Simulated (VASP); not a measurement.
A run of VASP 6.6.1:

The input INCAR:

```
SYSTEM = Cd
ALGO = Normal
EDIFF = 1E-6
ENCUT = 520
GGA = PS
ISIF = 2
ISMEAR = -1
IVDW = 12
LASPH = .True.
LCHARG = .True.
LELF = .True.
LREAL = .False.
LVHAR = .True.
LWAVE = .False.
NBANDS = 19
NELM = 60
PREC = Accurate
SIGMA = 0.1
```

KPOINTS

```
k-points
0
Gamma
  7 7 3
  0 0 0
```

The input POSCAR:

```
Cd
1.0
    2.9788700000      0.0000000000      0.0000000000
   -1.4894350000      2.5797770900      0.0000000000
    0.0000000000      0.0000000000      5.6176500000
Cd
2
Direct
    0.3333333300      0.6666666700      0.2500000000
    0.6666666700      0.3333333300      0.7500000000
```

Potentials or basis: VASP PAW PBE potentials, release 64 (Cd).

Command:

```console
$ cat potpaw_PBE.64/Cd/POTCAR > POTCAR
$ mpirun -np 1 vasp_std > vasp.out
```

Hardware: 1 thread of AMD EPYC 7R13, on a shared host.

**Question.** How long does it take, and how much memory?

**Answer.** It took 33 s on 1 thread of AMD EPYC 7R13, on a shared host, peak memory 0.14 GiB. Counts: scf iterations 11, k points 16.
